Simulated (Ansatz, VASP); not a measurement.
# Hf3F2 in VASP and in Ansatz

```xyz
5
Lattice="5.4287 0.0000 0.0000 -2.7144 4.7014 0.0000 0.0000 0.0000 4.3885" Properties=species:S:1:pos:R:3 pbc="T T T"
Hf    4.0716    0.7836    0.9916
Hf    2.7144    3.1343    0.9916
Hf    1.3572    0.7836    0.9916
F     0.0000    3.1343    2.0694
F     0.0000    3.1343    4.3019
```

Alike in both runs: functional PBE; k mesh 4 × 4 × 3; occupations gaussian, width 0.2 eV; no spin polarisation.

Ansatz relaxed the structure, and its values are those at the end. VASP's run is a single point on that final structure, the one shown.

```csv
,VASP,Ansatz
version,VASP 6.6.1,Ansatz 0.2.0
potentials or method,"VASP PAW PBE potentials, release 64 (Hf_pv, F), cutoff 600 eV","scalar-relativistic, plane waves, PAW"
valence electrons in the cell,44,92
```

```csv
,VASP,Ansatz,Ansatz less VASP
gap on the k mesh at the Fermi level (eV),none,none,-
pressure (GPa),-0.5,0.0,+0.52
rms of the force components (eV/Å),0.013,0.007,-0.0053
```

A gap of «none» marks a metal or a gap that the smearing closes. With one functional, cell and mesh, what is left measures potentials, basis and numerics. VASP's potentials hold 44 valence electrons a cell and Ansatz's 92, so a difference there can come from the potentials and not from the codes.

The k mesh is coarse, so the values compare programs but aren't converged. Spin-orbit coupling is off throughout.
